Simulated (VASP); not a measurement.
Wanted: the native input for a VASP 6.6.1 run.

```yaml
Task: single point
Functional: PBE
Dispersion: D3(BJ)
Potentials_or_basis: VASP PAW PBE potentials, release 64 (La, S, C, O)
Cutoff: 520 eV
k_mesh: 2 × 2 × 1
Occupations: gaussian, width 0.05 eV
Spin: no spin polarisation
Dipole_correction: no
Further_INCAR_settings: LREAL = Auto; ALGO = Normal; EDIFF = 1e-06; NBANDS = 91
```

The structure of La8CS8O2 lies in POSCAR:

```
La8CS8O2
1.0
    8.1854680000      0.0000000000      0.0000000000
    4.0927340000      7.0888230000      0.0000000000
    0.0000000000      0.0000000000     18.0125550000
La S C O
8 8 1 2
Direct
    0.0000000000      0.0000000000      0.0555168326
   -0.0000000353      0.5000000705      0.0555168326
    0.5000000000      0.0000000000      0.0555168326
    0.4999999647      0.5000000705      0.0555168326
    0.6611919288      0.6685283297      0.2508550841
    0.6678543005      0.1652531034      0.2542769751
    0.1692815846      0.6704704011      0.2518768159
    0.1612784286      0.1828341602      0.2753965776
    0.3297746687      0.8412230070      0.1493793634
    0.3303030004      0.3326351920      0.1509516001
    0.8338039198      0.8333748776      0.1493628750
    0.8379804308      0.3314490995      0.1506735163
   -0.0091068022      0.5212460517      0.3473022012
    0.9968146782      0.9946415646      0.3312384612
    0.5007199974      0.5001408555      0.3285548885
    0.5137386616     -0.0099665346      0.3299569661
    0.3784368827      0.3747338592      0.4933029767
    0.1310927781      0.3457212855      0.4091536154
    0.5116718595      0.2329539050      0.5029539119
```

One way to write it, as run:

INCAR

```
ALGO = Normal
EDIFF = 1E-6
ENCUT = 520
GGA = PE
ISIF = 2
ISMEAR = 0
IVDW = 12
LASPH = T
LCHARG = F
LREAL = Auto
LWAVE = F
NBANDS = 91
NELM = 80
PREC = Accurate
SIGMA = 0.05
```

KPOINTS

```
k-points
0
Gamma
  2 2 1
```

Potentials or basis: VASP PAW PBE potentials, release 64 (La, S, C, O).

The run is started by

```bash
$ cat potpaw_PBE.64/La/POTCAR potpaw_PBE.64/S/POTCAR potpaw_PBE.64/C/POTCAR potpaw_PBE.64/O/POTCAR > POTCAR
$ mpirun -np 1 vasp_std > vasp.out
```

Results of the run:

| Quantity | Value |
| --- | --- |
| Largest force | 3.312 eV/Å |
| Band gap on the k mesh | 0.03 eV |
| Dispersion energy per atom | -0.232 eV |

Caveat: the k points lie up to 0.44 Å⁻¹ apart; there is no dipole correction, which matters where the two faces differ; semilocal functionals underestimate gaps, and a narrow one can read as zero; spin-orbit coupling is left out, which moves the levels of the heavy elements.

It took 21 min on 1 thread of Intel(R) Xeon(R) Platinum 8559C (Emerald Rapids), on a shared host, peak memory 1.1 GiB.
